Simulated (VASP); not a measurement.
# Nb (I4/mmm) in VASP: single point with PBEsol

Aim: the single point of Nb with PBEsol.

Program: VASP 6.6.1. These are calculated values, not measurements. Logs are shortened: lines on timing, memory, paths and dates and some standing lists are left out, and cuts for length are marked.

## 1. The cell of the first run

It takes space group I4/mmm (No. 139, tetragonal). Conventional cell: a = 2.916 Å, b = 2.916 Å, c = 4.019 Å, α = 90.00°, β = 90.00°, γ = 90.00°. Nb (site symmetry 4/mmm) has 12 Nb at 2.88 to 2.92 Å within 3.8 Å.

## 2. Single point, PBEsol (strain -0.025 along x and y, -0.050 along z)

INCAR

```
SYSTEM = Nb
PREC = Accurate
ENCUT = 500
EDIFF = 1E-6
ISMEAR = 0
SIGMA = 0.15
LREAL = .FALSE.
LASPH = .TRUE.
NELM = 120
ALGO = Normal
ISIF = 2
LWAVE = .FALSE.
LCHARG = .FALSE.
GGA = PS
NBANDS = 12
GGA_COMPAT = .FALSE.
```

KPOINTS

```
Automatic mesh
0
G
  20 20 20
  0 0 0
```

POSCAR

```
Nb
1.0
    0.0000000000      2.0621250000      2.0092500000
    2.0621250000      0.0000000000      2.0092500000
    2.0621250000      2.0621250000      0.0000000000
Nb
1
Direct
    0.0000000000      0.0000000000      0.0000000000
```

Potentials or basis: VASP PAW PBE potentials, release 64 (Nb_sv).

Run with:

```
$ cat potpaw_PBE.64/Nb_sv/POTCAR > POTCAR
$ mpirun -np 1 vasp_std > vasp.out
```

OUTCAR:

```text
SYSTEM = Nb
   PREC = Accurate
   ENCUT = 500
   EDIFF = 1E-6
   ISMEAR = 0
   LREAL = .FALSE.
   LASPH = .TRUE.
   NELM = 120
   ISIF = 2
   GGA = PS

 ion  position               nearest neighbor table
   1  0.000  0.000  0.000-

  LATTYP: Found a body centered tetragonal cell.
 ALAT       =     2.9162851423
 C/A-ratio  =     1.3779516762

  Lattice vectors:

 A1 = (   0.0000000000,  -2.0621250000,  -2.0092500000)
 A2 = (   0.0000000000,   2.0621250000,  -2.0092500000)
 A3 = (   2.0621250000,   0.0000000000,   2.0092500000)

Analysis of symmetry for initial positions (statically):
=====================================================================
 Subroutine PRICEL returns:
 Original cell was already a primitive cell.

 Routine SETGRP: Setting up the symmetry group for a
 body centered tetragonal supercell.

 Subroutine GETGRP returns: Found 16 space group operations
 (whereof 16 operations were pure point group operations)
 out of a pool of 16 trial point group operations.

The static configuration has the point symmetry D_4h.

Analysis of symmetry for dynamics (positions and initial velocities):
=====================================================================
 Subroutine PRICEL returns:
 Original cell was already a primitive cell.

 Routine SETGRP: Setting up the symmetry group for a
 body centered tetragonal supercell.

 Subroutine GETGRP returns: Found 16 space group operations
 (whereof 16 operations were pure point group operations)
 out of a pool of 16 trial point group operations.

The dynamic configuration has the point symmetry D_4h.

 Subroutine INISYM returns: Found 16 space group operations
 (whereof 16 operations are pure point group operations),
 and found     1 'primitive' translations

----------------------------------------------------------------------------------------

                                     Primitive cell

  volume of cell :      17.0881

  direct lattice vectors                    reciprocal lattice vectors
     0.000000000  2.062125000  2.009250000    -0.242468328  0.242468328  0.248849073
     2.062125000  0.000000000  2.009250000     0.242468328 -0.242468328  0.248849073
     2.062125000  2.062125000  0.000000000     0.242468328  0.242468328 -0.248849073

  length of vectors
     2.879139642  2.879139642  2.916285142     0.423683421  0.423683421  0.423683421

  position of ions in fractional coordinates (direct lattice)
     0.000000000  0.000000000  0.000000000

  ion indices of the primitive-cell ions
   primitive index   ion index
                 1           1

----------------------------------------------------------------------------------------

 KPOINTS: Automatic mesh

Automatic generation of k-mesh.
 Grid dimensions read from file:
 generate k-points for:   20   20   20

 Generating k-lattice:

  Cartesian coordinates                     Fractional coordinates (reciprocal lattice)
    -0.012123416  0.012123416  0.012442454     0.050000000  0.000000000  0.000000000
     0.012123416 -0.012123416  0.012442454     0.000000000  0.050000000  0.000000000
     0.012123416  0.012123416 -0.012442454     0.000000000  0.000000000  0.050000000

  Length of vectors
     0.021184171  0.021184171  0.021184171

  Shift w.r.t. Gamma in fractional coordinates (k-lattice)
     0.000000000  0.000000000  0.000000000

 Subroutine IBZKPT returns following result:
 ===========================================

 Found    641 irreducible k-points:

 Following reciprocal coordinates:
            Coordinates               Weight
  0.000000  0.000000  0.000000      1.000000
  0.050000  0.000000  0.000000      8.000000
  0.100000 -0.000000  0.000000      8.000000
  0.150000  0.000000  0.000000      8.000000
  0.200000 -0.000000  0.000000      8.000000
  0.250000 -0.000000  0.000000      8.000000
[... 16 lines left out ...]
 -0.400000  0.050000  0.000000      8.000000
 -0.350000  0.050000  0.000000      8.000000
 [... further k-points ...]
   k-points           NKPTS =    641   k-points in BZ     NKDIM =    641   number of bands    NBANDS=     12
   number of dos      NEDOS =    301   number of ions     NIONS =      1
   total plane-waves  NPLWV =  13824
   dimension x,y,z NGX =    24 NGY =   24 NGZ =   24
   dimension x,y,z NGXF=    48 NGYF=   48 NGZF=   48
   ions per type =               1
   NGX,Y,Z   is equivalent  to a cutoff of  13.86, 13.86, 13.68 a.u.
   NGXF,Y,Z  is equivalent  to a cutoff of  27.72, 27.72, 27.36 a.u.
 SYSTEM =  Nb
   PREC   = accura    normal or accurate (medium, high low for compatibility)
   ISTART =      0    job   : 0-new  1-cont  2-samecut
   ICHARG =      2    charge: 1-file 2-atom 10-const
   ISPIN  =      1    spin polarized calculation?
   LNONCOLLINEAR =      F non collinear calculations
   LSORBIT =      F    spin-orbit coupling
   LASPH  =      T    aspherical Exc in radial PAW
   ENCUT  =  500.0 eV  36.75 Ry    6.06 a.u.   5.25  5.25  5.32*2*pi/ulx,y,z
   NELM   =    120;   NELMIN=  2; NELMDL= -5     # of ELM steps
   EDIFF  = 0.1E-05   stopping-criterion for ELM
   LREAL  =      F    real-space projection
   EDIFFG = 0.1E-04   stopping-criterion for IOM
   NSW    =      0    number of steps for IOM
   IBRION =     -1    ionic relax: 0-MD 1-quasi-New 2-CG
   NFREE  =      0    steps in history (QN), initial steepest desc. (CG)
   ISIF   =      2    stress and relaxation
   ISYM   =      2    0-nonsym 1-usesym 2-fastsym
   POTIM  = 0.5000    time-step for ionic-motion
   TEBEG  =    0.0;   TEEND  =   0.0 temperature during run
   PSTRESS=    0.0 pullay stress
   NELECT =      13.0000    total number of electrons
   NUPDOWN=      -1.0000    fix difference up-down
   EMIN   =  10.00;   EMAX   =-10.00  energy-range for DOS
   EFERMI =   0.00;   METHOD = LEGACY
   ISMEAR =     0;   SIGMA  =   0.15  broadening in eV -4-tet -1-fermi 0-gaus
   EFERMI_NEDOS =   21; number of points for ismear=-14 and -15
   IALGO  =     38    algorithm
   IMIX   =      4    mixing-type and parameters
     AMIX     =   0.40;   BMIX     =  1.00
     AMIX_MAG =   1.60;   BMIX_MAG =  1.00
  volume/ion in A,a.u.               =      17.09       115.32
  Fermi-wavevector in a.u.,A,eV,Ry     =   1.494484  2.824165 30.388377  2.233483
  Thomas-Fermi vector in A             =   2.606751
   LORBIT       =      0    0 simple, 1 ext, 2 COOP (PROOUT), +10 PAW based schemes
   GGA     = PS    functional components
   LHFCALC =     F    Hartree Fock is set to
   AEXX    =    0.0000 exact exchange contribution
   IVDW    =     0    specifies the selected vdW correction
   LEPSILON=     F    determine dielectric tensor
   LRPA    =     F    only Hartree local field effects (RPA)
 non-spin polarized calculation
 Gauss-broadening in eV      SIGMA  =   0.15
  energy-cutoff  :      500.00
  volume of cell :       17.09
 maximum number of plane-waves:       447
 NGX is ok and might be reduce to    24
   NGX = 11   NGY = 11   NGZ = 11

 number of electron      12.9999999 magnetization

 Free energy of the ion-electron system (eV)
  ---------------------------------------------------
  ext. energy  EPLUGINS =         0.00000000
  ---------------------------------------------------
  free energy    TOTEN  =       -10.58772363 eV

  energy without entropy =      -10.57172197  energy(sigma->0) =      -10.57972280

 E-fermi :  12.1872     XC(G=0): -12.9060

 val. band max:       12.1796668150   @ k =  -0.2000   0.0000   0.1500
 cond. band min:      12.1873725846   @ k =  -0.1500   0.2000   0.0500
 fundamental gap:      0.0077057695
 Fermi energy:        12.1872467123

 k-point     1 :       0.0000    0.0000    0.0000
  band No.  band energies     occupation
      1     -42.4190      2.00000
      2     -17.6223      2.00000
      3     -17.6223      2.00000
      4     -17.6188      2.00000
      5       5.7264      2.00000
      6      12.1128      1.51722
      7      12.1128      1.51722
      8      12.4380      0.01806
      9      14.9403      0.00000
     10      15.3878      0.00000
     11      24.1126      0.00000
     12      28.9796      0.00000

 k-point     2 :       0.0500    0.0000    0.0000
  band No.  band energies     occupation
      1     -42.4122      2.00000
      2     -17.6640      2.00000
      3     -17.6282      2.00000
      4     -17.6244      2.00000
      5       5.8316      2.00000
      6      12.0671      1.74251
      7      12.1616      1.19105
      8      12.4477      0.01407
      9      14.8976      0.00000
     10      15.3343      0.00000
     11      24.3294      0.00000
     12      28.7113      0.00000

 k-point     3 :       0.1000   -0.0000    0.0000
  band No.  band energies     occupation
      1     -42.3924      2.00000
      2     -17.7872      2.00000
      3     -17.6451      2.00000
      4     -17.6373      2.00000
      5       6.1346      2.00000
      6      11.8872      1.99533
      7      12.2908      0.32879
      8      12.5389      0.00091
      9      14.7989      0.00000
     10      15.2010      0.00000
     11      24.9251      0.00000
     12      27.9007      0.00000
[... 286 lines left out ...]
 k-point    23 :      -0.4000    0.0500    0.0000
  band No.  band energies     occupation
      1     -42.1497      2.00000
      2     -19.1174      2.00000
      3     -17.8356      2.00000
      4     -17.8276      2.00000
      5       8.1040      2.00000
      6      11.9691      1.96024
      7      12.1127      1.51812
      8      13.2178      0.00000
      9      16.8301      0.00000
     10      17.3852      0.00000
     11      23.5848      0.00000
     12      25.5640      0.00000

 k-point    24 :      -0.3500    0.0500    0.0000
  band No.  band energies     occupation
      1     -42.1786      2.00000
      2     -18.9684      2.00000
      3     -17.8159      2.00000
      4     -17.8073      2.00000
      5       8.1364      2.00000
      6      12.1086      1.54132
      7      12.2294      0.69082
      8      12.5564      0.00050
      9      16.1756      0.00000
     10      16.9448      0.00000
     11      23.7726      0.00000
     12      26.8490      0.00000

 [... further k-points ...]

------------------------ aborting loop because EDIFF is reached ----------------------------------------

  FORCE on cell =-STRESS in cart. coord.  units (eV):
  Direction    XX          YY          ZZ          XY          YZ          ZX
  --------------------------------------------------------------------------------------
  -------------------------------------------------------------------------------------
  Total        1.4998540      1.4998540      0.5264225      0.0000000     -0.0000000     -0.0000000
  in kB      140.6260028    140.6260028     49.3572599      0.0000000     -0.0000000     -0.0000000
  external PRESSURE =     110.2030885 kB  Pullay stress =       0.0000000 kB

 VOLUME and BASIS-vectors are now :
 -----------------------------------------------------------------------------
  energy-cutoff  :      500.00
  volume of cell :       17.09
      direct lattice vectors                 reciprocal lattice vectors
     0.000000000  2.062125000  2.009250000    -0.242468328  0.242468328  0.248849073
     2.062125000  0.000000000  2.009250000     0.242468328 -0.242468328  0.248849073
     2.062125000  2.062125000  0.000000000     0.242468328  0.242468328 -0.248849073

 POSITION                                       TOTAL-FORCE (eV/Angst)
 -----------------------------------------------------------------------------------
      0.00000      0.00000      0.00000         0.000000     -0.000000      0.000000
 -----------------------------------------------------------------------------------
    total drift:                               -0.000000      0.000000     -0.000000

  FREE ENERGIE OF THE ION-ELECTRON SYSTEM (eV)
  ---------------------------------------------------
  free  energy   TOTEN  =       -10.5877236286 eV

  energy  without entropy=      -10.5717219685  energy(sigma->0) =      -10.57972280
```

Wall time 70 s (1 thread of Intel Xeon Platinum 8259CL at 2.50GHz (Skylake/Cascade Lake), shared host); peak memory 0.24 GiB.

Results:

```
Free energy : -10.5877 eV
Pressure    : 11.0 GPa
```

Stress tensor (GPa, compression positive):
```
14.06  0.00  0.00
 0.00 14.06  0.00
 0.00  0.00  4.94
```

Levels at points of the mesh, in eV from the Fermi level:
```csv
k point,band 4,band 5,band 6,band 7,band 8,band 9
"(0.00, 0.00, 0.00)",-29.81,-6.46,-0.07,-0.07,0.25,2.75
"(0.50, 0.00, 0.00)",-29.98,-4.22,-0.38,-0.01,1.76,5.15
"(0.50, 0.50, 0.00)",-30.42,-4.63,-3.86,4.52,5.22,5.93
"(0.50, 0.00, 0.50)",-30.32,-4.60,-3.79,4.02,5.23,5.74
```

Caveat: the cell differs from its parent crystal (strain -0.025 along x and y, -0.050 along z); the PAW data sets were made with another functional, which shifts forces and pressure a little.
